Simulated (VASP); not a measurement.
# C (P6_3/mmc) in VASP: further runs

C is run at these levels: PBE; tasks: relaxation of cell and atoms.

Everything below comes from runs of VASP 6.6.1. Logs are shortened: lines on timing, memory, paths and dates and some standing lists are left out, and cuts for length are marked.

### 1 The cell of the first run

It takes space group P6_3/mmc (No. 194, hexagonal). The conventional cell has a = 2.467 Å, b = 2.467 Å, c = 15.397 Å, α = 90.00°, β = 90.00°, γ = 120.00°. C (site symmetry 3m) has 3 C at 1.42 Å within 1.9 Å. Within 1.9 Å of C (site symmetry -6m2) lie 3 C at 1.42 Å. C (site symmetry -6m2) has 3 C at 1.42 Å within 1.9 Å.

### 2 Relaxation of cell and atoms, PBE

The input, INCAR:

```
SYSTEM = C
PREC = Accurate
ENCUT = 600
EDIFF = 1E-6
ISMEAR = 0
SIGMA = 0.1
LREAL = .FALSE.
LASPH = .TRUE.
NELM = 100
ALGO = Fast
ISIF = 3
LWAVE = .FALSE.
LCHARG = .FALSE.
GGA = PE
IBRION = 2
NSW = 100
EDIFFG = -0.01
```

The input, KPOINTS:

```
Automatic mesh
0
G
  18 18 4
  0 0 0
```

The input, POSCAR:

```
C
1.0
    2.4665402161      0.0000000000      0.0000000000
   -1.2332701081      2.1360864866      0.0000000000
    0.0000000000      0.0000000000     15.3971141082
C
8
Direct
    0.3333333333      0.6666666667      0.4999687019
    0.6666666667      0.3333333333      0.9999687019
    0.3333333333      0.6666666667      0.0000312981
    0.6666666667      0.3333333333      0.5000312981
    0.0000000000      0.0000000000      0.2500000000
    0.0000000000      0.0000000000      0.7500000000
    0.3333333333      0.6666666667      0.2500000000
    0.6666666667      0.3333333333      0.7500000000
```

Potentials or basis: VASP PAW PBE potentials, release 64 (C).

Started as:

```sh
$ cat potpaw_PBE.64/C/POTCAR > POTCAR
$ mpirun -np 1 vasp_std > vasp.out
```

OUTCAR:

```text
SYSTEM = C
   PREC = Accurate
   ENCUT = 600
   EDIFF = 1E-6
   ISMEAR = 0
   LREAL = .FALSE.
   LASPH = .TRUE.
   NELM = 100
   ISIF = 3
   GGA = PE
   IBRION = 2
   NSW = 100
   EDIFFG = -0.01

 ion  position               nearest neighbor table
   1  0.333  0.667  0.500-   4 1.42   4 1.42   4 1.42
   2  0.667  0.333  1.000-   3 1.42   3 1.42   3 1.42
   3  0.333  0.667  0.000-   2 1.42   2 1.42   2 1.42
   4  0.667  0.333  0.500-   1 1.42   1 1.42   1 1.42
   5  0.000  0.000  0.250-   7 1.42   7 1.42   7 1.42
   6  0.000  0.000  0.750-   8 1.42   8 1.42   8 1.42
   7  0.333  0.667  0.250-   5 1.42   5 1.42   5 1.42
   8  0.667  0.333  0.750-   6 1.42   6 1.42   6 1.42

  LATTYP: Found a hexagonal cell.
 ALAT       =     2.4665402161
 C/A-ratio  =     6.2423932956

  Lattice vectors:

 A1 = (   2.4665402161,   0.0000000000,   0.0000000000)
 A2 = (  -1.2332701081,   2.1360864866,   0.0000000000)
 A3 = (   0.0000000000,   0.0000000000,  15.3971141082)

Analysis of symmetry for initial positions (statically):
=====================================================================
 Subroutine PRICEL returns:
 Original cell was already a primitive cell.

 Routine SETGRP: Setting up the symmetry group for a
 hexagonal supercell.

 Subroutine GETGRP returns: Found 24 space group operations
 (whereof 12 operations were pure point group operations)
 out of a pool of 24 trial point group operations.

The static configuration has the point symmetry D_3d.
 The point group associated with its full space group is D_6h.

Analysis of symmetry for dynamics (positions and initial velocities):
=====================================================================
 Subroutine PRICEL returns:
 Original cell was already a primitive cell.

 Routine SETGRP: Setting up the symmetry group for a
 hexagonal supercell.

 Subroutine GETGRP returns: Found 24 space group operations
 (whereof 12 operations were pure point group operations)
 out of a pool of 24 trial point group operations.

The dynamic configuration has the point symmetry D_3d.
 The point group associated with its full space group is D_6h.

 Subroutine INISYM returns: Found 24 space group operations
 (whereof 12 operations are pure point group operations),
 and found     1 'primitive' translations

----------------------------------------------------------------------------------------

                                     Primitive cell

  volume of cell :      81.1234

  direct lattice vectors                    reciprocal lattice vectors
     2.466540216  0.000000000  0.000000000     0.405426189  0.234072919  0.000000000
    -1.233270108  2.136086487  0.000000000     0.000000000  0.468145839  0.000000000
     0.000000000  0.000000000 15.397114108     0.000000000  0.000000000  0.064947236

  length of vectors
     2.466540216  2.466540216 15.397114108     0.468145839  0.468145839  0.064947236

  position of ions in fractional coordinates (direct lattice)
     0.333333333  0.666666667  0.499968702
     0.666666667  0.333333333  0.999968702
     0.333333333  0.666666667  0.000031298
     0.666666667  0.333333333  0.500031298
     0.000000000  0.000000000  0.250000000
     0.000000000  0.000000000  0.750000000
     0.333333333  0.666666667  0.250000000
     0.666666667  0.333333333  0.750000000

  ion indices of the primitive-cell ions
   primitive index   ion index
                 1           1
                 2           2
                 3           3
                 4           4
                 5           5
                 6           6
                 7           7
                 8           8

----------------------------------------------------------------------------------------

 KPOINTS: Automatic mesh

Automatic generation of k-mesh.
 Grid dimensions read from file:
 generate k-points for:   18   18    4

 Generating k-lattice:

  Cartesian coordinates                     Fractional coordinates (reciprocal lattice)
     0.022523677  0.013004051  0.000000000     0.055555556 -0.000000000  0.000000000
     0.000000000  0.026008102  0.000000000     0.000000000  0.055555556  0.000000000
     0.000000000  0.000000000  0.016236809     0.000000000  0.000000000  0.250000000

  Length of vectors
     0.026008102  0.026008102  0.016236809

  Shift w.r.t. Gamma in fractional coordinates (k-lattice)
     0.000000000  0.000000000  0.000000000

 Subroutine IBZKPT returns following result:
 ===========================================

 Found    111 irreducible k-points:

 Following reciprocal coordinates:
            Coordinates               Weight
  0.000000  0.000000  0.000000      1.000000
  0.055556 -0.000000  0.000000      6.000000
  0.111111 -0.000000  0.000000      6.000000
  0.166667  0.000000  0.000000      6.000000
  0.222222  0.000000  0.000000      6.000000
  0.277778 -0.000000  0.000000      6.000000
[... 16 lines left out ...]
  0.333333  0.111111  0.000000     12.000000
  0.388889  0.111111  0.000000     12.000000
 [... further k-points ...]
   k-points           NKPTS =    111   k-points in BZ     NKDIM =    111   number of bands    NBANDS=     21
   number of dos      NEDOS =    301   number of ions     NIONS =      8
   total plane-waves  NPLWV =  50400
   dimension x,y,z NGX =    20 NGY =   20 NGZ =  126
   dimension x,y,z NGXF=    40 NGYF=   40 NGZF=  252
   ions per type =               8
   NGX,Y,Z   is equivalent  to a cutoff of  13.48, 13.48, 13.60 a.u.
   NGXF,Y,Z  is equivalent  to a cutoff of  26.96, 26.96, 27.21 a.u.
 SYSTEM =  C
   PREC   = accura    normal or accurate (medium, high low for compatibility)
   ISTART =      0    job   : 0-new  1-cont  2-samecut
   ICHARG =      2    charge: 1-file 2-atom 10-const
   ISPIN  =      1    spin polarized calculation?
   LNONCOLLINEAR =      F non collinear calculations
   LSORBIT =      F    spin-orbit coupling
   LASPH  =      T    aspherical Exc in radial PAW
   ENCUT  =  600.0 eV  44.10 Ry    6.64 a.u.   4.93  4.93 30.75*2*pi/ulx,y,z
   NELM   =    100;   NELMIN=  2; NELMDL= -5     # of ELM steps
   EDIFF  = 0.1E-05   stopping-criterion for ELM
   LREAL  =      F    real-space projection
   EDIFFG = -.1E-01   stopping-criterion for IOM
   NSW    =    100    number of steps for IOM
   IBRION =      2    ionic relax: 0-MD 1-quasi-New 2-CG
   NFREE  =      1    steps in history (QN), initial steepest desc. (CG)
   ISIF   =      3    stress and relaxation
   ISYM   =      2    0-nonsym 1-usesym 2-fastsym
   POTIM  = 0.5000    time-step for ionic-motion
   TEBEG  =    0.0;   TEEND  =   0.0 temperature during run
   PSTRESS=    0.0 pullay stress
   NELECT =      32.0000    total number of electrons
   NUPDOWN=      -1.0000    fix difference up-down
   EMIN   =  10.00;   EMAX   =-10.00  energy-range for DOS
   EFERMI =   0.00;   METHOD = LEGACY
   ISMEAR =     0;   SIGMA  =   0.10  broadening in eV -4-tet -1-fermi 0-gaus
   EFERMI_NEDOS =   21; number of points for ismear=-14 and -15
   IALGO  =     68    algorithm
   IMIX   =      4    mixing-type and parameters
     AMIX     =   0.40;   BMIX     =  1.00
     AMIX_MAG =   1.60;   BMIX_MAG =  1.00
  volume/ion in A,a.u.               =      10.14        68.43
  Fermi-wavevector in a.u.,A,eV,Ry     =   1.200630  2.268863 19.612983  1.441514
  Thomas-Fermi vector in A             =   2.336461
   LORBIT       =      0    0 simple, 1 ext, 2 COOP (PROOUT), +10 PAW based schemes
   GGA     = PE    functional components
   LHFCALC =     F    Hartree Fock is set to
   AEXX    =    0.0000 exact exchange contribution
   IVDW    =     0    specifies the selected vdW correction
   LEPSILON=     F    determine dielectric tensor
   LRPA    =     F    only Hartree local field effects (RPA)
 conjugate gradient relaxation of ions
 non-spin polarized calculation
 RMM-DIIS sequential band-by-band and
 Gauss-broadening in eV      SIGMA  =   0.10
  energy-cutoff  :      600.00
  volume of cell :       81.12
 maximum number of plane-waves:      2764
 NGX is ok and might be reduce to    20
   NGX =  9   NGY =  9   NGZ = 61

--------------------------------------- Ionic step        1  -------------------------------------------

 number of electron      32.0000000 magnetization

 Free energy of the ion-electron system (eV)
  ---------------------------------------------------
  ext. energy  EPLUGINS =         0.00000000
  ---------------------------------------------------
  free energy    TOTEN  =       -73.81544962 eV

  energy without entropy =      -73.81402874  energy(sigma->0) =      -73.81473918

------------------------ aborting loop because EDIFF is reached ----------------------------------------

  FORCE on cell =-STRESS in cart. coord.  units (eV):
  Direction    XX          YY          ZZ          XY          YZ          ZX
  --------------------------------------------------------------------------------------
  -------------------------------------------------------------------------------------
  Total        0.0427691      0.0427691      0.1177541     -0.0000000      0.0000000      0.0000000
  in kB        0.8446841      0.8446841      2.3256275     -0.0000000      0.0000000      0.0000000
  external PRESSURE =       1.3383319 kB  Pullay stress =       0.0000000 kB
[... 107 lines left out ...]
  FREE ENERGIE OF THE ION-ELECTRON SYSTEM (eV)
  ---------------------------------------------------
  free  energy   TOTEN  =       -73.8155277038 eV

  energy  without entropy=      -73.8141051971  energy(sigma->0) =      -73.81481645

[... ionic steps 4 to 15 ...]

--------------------------------------- Ionic step       16  -------------------------------------------

 number of electron      31.9999998 magnetization

------------------------ aborting loop because EDIFF is reached ----------------------------------------
[... 79 lines left out ...]
--------------------------------------- Ionic step       18  -------------------------------------------

 number of electron      31.9999998 magnetization

 Free energy of the ion-electron system (eV)
  ---------------------------------------------------
  ext. energy  EPLUGINS =         0.00000000
  ---------------------------------------------------
  free energy    TOTEN  =       -73.81810415 eV

  energy without entropy =      -73.81650449  energy(sigma->0) =      -73.81730432

 E-fermi :   3.1613     XC(G=0):  -9.0520

 val. band max:        3.1612548674   @ k =   0.3333   0.3333   0.5000
 cond. band min:       3.1614267285   @ k =   0.3333   0.3333   0.0000
 fundamental gap:      0.0001718611
 Fermi energy:         3.1612923315

 k-point     1 :       0.0000    0.0000    0.0000
  band No.  band energies     occupation
      1     -16.3772      2.00000
      2     -16.3476      2.00000
      3     -16.3475      2.00000
      4     -16.3175      2.00000
      5      -4.7723      2.00000
      6      -4.4523      2.00000
[... 565 lines left out ...]
     20       5.4419      0.00000
     21      11.7394      0.00000

 [... further k-points ...]

------------------------ aborting loop because EDIFF is reached ----------------------------------------

  FORCE on cell =-STRESS in cart. coord.  units (eV):
  Direction    XX          YY          ZZ          XY          YZ          ZX
  --------------------------------------------------------------------------------------
  -------------------------------------------------------------------------------------
  Total        0.0140999      0.0140999      0.0109867     -0.0000000     -0.0000000      0.0000000
  in kB        0.2647383      0.2647383      0.2062856     -0.0000000     -0.0000000      0.0000000
  external PRESSURE =       0.2452540 kB  Pullay stress =       0.0000000 kB
[... 23 lines left out ...]
  FREE ENERGIE OF THE ION-ELECTRON SYSTEM (eV)
  ---------------------------------------------------
  free  energy   TOTEN  =       -73.8181041540 eV

  energy  without entropy=      -73.8165044941  energy(sigma->0) =      -73.81730432

 reached required accuracy - stopping structural energy minimisation
```

Run time: 52 min. Hardware: 1 thread of Oxide Virtual Turin-like, shared host; peak memory 0.29 GiB.

What came out:

```
Free energy                           : -73.8181 eV
Relaxed volume                        : 10.67 Å³/atom
Relaxed cell                          : a = 2.467 Å, b = 2.467 Å, c = 16.191 Å, α = 90.00°, β = 90.00°, γ = 120.00°
Space group after relaxing (to 0.1 Å) : P6_3/mmc (No. 194)
Energy gained by relaxing             : 0.3 meV/atom
Ionic steps                           : 18
Pressure after relaxing               : 0.0 GPa
Largest force after relaxing          : 0.004 eV/Å
Band gap on the k mesh                : zero (filled and empty bands touch)
```

Forces on the atoms (eV/Å):
```
C    0.000  0.000  0.004
C    0.000  0.000  0.004
C    0.000  0.000 -0.004
C    0.000  0.000 -0.004
C    0.000  0.000  0.000
C    0.000  0.000  0.000
C    0.000  0.000  0.000
C    0.000  0.000  0.000
```

The path:
| step | energy change (eV) | largest force (eV/Å) | pressure (GPa) | volume (Å³) |
| --- | --- | --- | --- | --- |
| 1 | 0.0000 | 0.0119 | 0.13 | 81.12 |
| 2 | -0.0001 | 0.0074 | -0.04 | 81.22 |
| 3 | -0.0001 | 0.0121 | -0.09 | 81.25 |
| 4 | -0.0001 | 0.0157 | -0.08 | 81.27 |
| 5 | -0.0002 | 0.0264 | -0.03 | 81.34 |
| 6 | -0.0003 | 0.0477 | 0.03 | 81.47 |
| 7 | -0.0004 | 0.0906 | 0.18 | 81.74 |
| 8 | -0.0004 | 0.0904 | 0.17 | 81.77 |
| 9 | -0.0005 | 0.0898 | 0.18 | 81.85 |
| 10 | -0.0007 | 0.0888 | 0.24 | 82.02 |
| 11 | -0.0010 | 0.0868 | 0.31 | 82.34 |
| 12 | -0.0015 | 0.0826 | 0.30 | 82.99 |
| 13 | -0.0017 | 0.0809 | 0.38 | 83.26 |
| 14 | -0.0019 | 0.0774 | 0.45 | 83.80 |
| 15 | -0.0021 | 0.0704 | 0.50 | 84.88 |
| 16 | -0.0024 | 0.0053 | -0.47 | 85.62 |
| 17 | -0.0026 | 0.0247 | -0.10 | 85.33 |
| 18 | -0.0027 | 0.0042 | 0.02 | 85.33 |

Final structure:
```
CELL_PARAMETERS angstrom
2.46690 0.00000 0.00000
-1.23345 2.13640 0.00000
0.00000 0.00000 16.19109
ATOMIC_POSITIONS crystal
C 0.33333 0.66667 0.49999
C 0.66667 0.33333 0.99999
C 0.33333 0.66667 0.00001
C 0.66667 0.33333 0.50001
C 0.00000 0.00000 0.25000
C 0.00000 0.00000 0.75000
C 0.33333 0.66667 0.25000
C 0.66667 0.33333 0.75000
```

Levels at points of the mesh, in eV from the Fermi level:
| k point | band 14 | band 15 | band 16 | band 17 | band 18 | band 19 |
| --- | --- | --- | --- | --- | --- | --- |
| (0.00, 0.00, 0.00) | -3.04 | -3.04 | -3.04 | 3.25 | 4.73 | 4.73 |
| (0.50, 0.00, 0.00) | -2.36 | -2.36 | -2.25 | 1.54 | 1.67 | 1.69 |
| (0.00, 0.00, 0.50) | -3.04 | -3.04 | -3.04 | 3.65 | 3.65 | 6.18 |
| (0.50, 0.00, 0.50) | -2.44 | -2.29 | -2.29 | 1.58 | 1.58 | 1.78 |

Caveat: this functional lacks dispersion, which binds layers or chains, so the pressure and a relaxed spacing across them are unreliable.

(Part 1 of 2 ends here.)
